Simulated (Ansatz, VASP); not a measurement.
**One calculation of Cu3W2, two programs**

```xyz
5
Lattice="4.2784 0.0000 0.0000 -2.1392 3.7052 0.0000 0.0000 0.0000 5.1109" Properties=species:S:1:pos:R:3 pbc="T T T"
Cu    0.0000    2.4701    0.0000
Cu    2.1392    1.2351    0.0000
Cu    0.0000    0.0000    0.0000
W     0.0000    2.4701    2.5554
W     2.1392    1.2351    2.5554
```

Alike in both runs: task relaxation of cell and atoms; functional PBE; k mesh 12 × 12 × 8; occupations gaussian, width 0.1 eV; no spin polarisation.

|  | VASP | Ansatz |
| --- | --- | --- |
| version | VASP 6.6.1 | Ansatz 0.2.0 |
| potentials or method | VASP PAW PBE potentials, release 64 (Cu, W_sv), cutoff 600 eV | scalar-relativistic, plane waves, PAW |
| valence electrons in the cell | 61 | 85 |

Ansatz gave:

```
gap on the k mesh at the Fermi level, each at its own relaxed structure (eV)  : none
relaxed volume (Å³/atom)                                                      : 16.22
relaxed length of the cell vector where the two differ most in proportion (Å) : 4.284
```

Question: Which values does VASP return?

Answer: gap on the k mesh at the Fermi level, each at its own relaxed structure (eV): none; relaxed volume (Å³/atom): 16.28; relaxed length of the cell vector where the two differ most in proportion (Å): 4.291.

A gap of «none» marks a metal or a gap that the smearing closes. VASP's potentials hold 61 valence electrons a cell and Ansatz's 85, so a difference there can come from the potentials and not from the codes.

Spin-orbit coupling is off throughout.
